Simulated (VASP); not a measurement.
KBr: single point with PBEsol

KBr:

```
CELL_PARAMETERS angstrom
5.50672 0.00000 0.00000
-2.75336 4.76896 0.00000
0.00000 0.00000 12.94499
ATOMIC_POSITIONS crystal
K 0.00000 0.00000 0.96648
K 0.33333 0.66667 0.22080
K 0.00000 0.00000 0.46648
K 0.66667 0.33333 0.72080
Br 0.00000 0.00000 0.21680
Br 0.33333 0.66667 0.47091
Br 0.00000 0.00000 0.71680
Br 0.66667 0.33333 0.97091
```

```
Program             : VASP 6.6.1
Task                : single point
Functional          : PBEsol
Potentials or basis : VASP PAW PBE potentials, release 64 (K_sv, Br)
Cutoff              : 520 eV
k mesh              : 6 × 6 × 2
Occupations         : fermi-dirac, width 0.03 eV
Spin                : no spin polarisation
```

```yaml
Pressure: 0.1 GPa
Largest_force: 0.009 eV/Å
Band_gap_on_the_k_mesh: 4.01 eV
```

Forces in eV/Å, atoms in the order of the input:
```
K    0.000  0.000  0.000
K    0.000  0.000 -0.009
K    0.000  0.000  0.000
K    0.000  0.000 -0.009
Br   0.000  0.000  0.001
Br   0.000  0.000  0.008
Br   0.000  0.000  0.001
Br   0.000  0.000  0.008
```

Levels at points of the mesh, in eV from the valence-band top:
| k point | band 30 | band 31 | band 32 | band 33 | band 34 | band 35 |
| --- | --- | --- | --- | --- | --- | --- |
| (0.00, 0.00, 0.00) | -0.34 | -0.34 | 0.00 | 4.01 | 5.26 | 5.52 |
| (0.50, 0.00, 0.00) | -0.32 | -0.19 | -0.09 | 5.86 | 5.98 | 6.11 |
| (0.00, 0.00, 0.50) | -0.36 | -0.23 | -0.23 | 4.46 | 4.46 | 6.27 |
| (0.50, 0.00, 0.50) | -0.25 | -0.21 | -0.21 | 5.91 | 5.91 | 6.25 |

Wall time 2.3 min on 1 thread of Intel(R) Xeon(R) 6975P-C (Granite Rapids), on a shared host, peak memory 0.48 GiB.

Caveat: the PAW data sets were made with another functional, which shifts forces and pressure a little. A k mesh can miss the band edges.
